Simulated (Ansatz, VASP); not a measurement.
# TaN: VASP beside Ansatz

```
Ta N
1.0
     5.18500    0.00000    0.00000
    -2.59250    4.49034    0.00000
     0.00000    0.00000    2.93708
Ta N
3 3
Cartesian
  0.0000 0.0000 0.0000
  0.0000 2.9936 1.4685
  2.5925 1.4968 1.4685
  2.5925 0.0000 0.0000
  1.2962 2.2452 0.0000
  -1.2962 2.2452 0.0000
```

Change from the starting cell: zz strain of +1 %.

Alike in both runs: task single point; functional LDA; k mesh 5 × 5 × 8; occupations fermi-dirac, width 0.03 eV; no spin polarisation.

```csv
,VASP,Ansatz
version,VASP 6.6.1,Ansatz 0.2.0
potentials or method,"VASP PAW LDA potentials, release 64 (Ta_pv, N), cutoff 520 eV","all-electron LAPW, scalar-relativistic"
```

```csv
,VASP,Ansatz,Ansatz less VASP
pressure (GPa),-6.9,-8.6,-1.64
"traceless stress, the component that is largest in VASP (GPa)",-4.68,-5.16,-0.478
```

LDA's correlation is that of Perdew and Zunger in VASP and of Perdew and Wang (1992) in Ansatz. Ansatz ran all-electron here, and VASP with PAW potentials.

Neither program's run includes spin-orbit coupling.
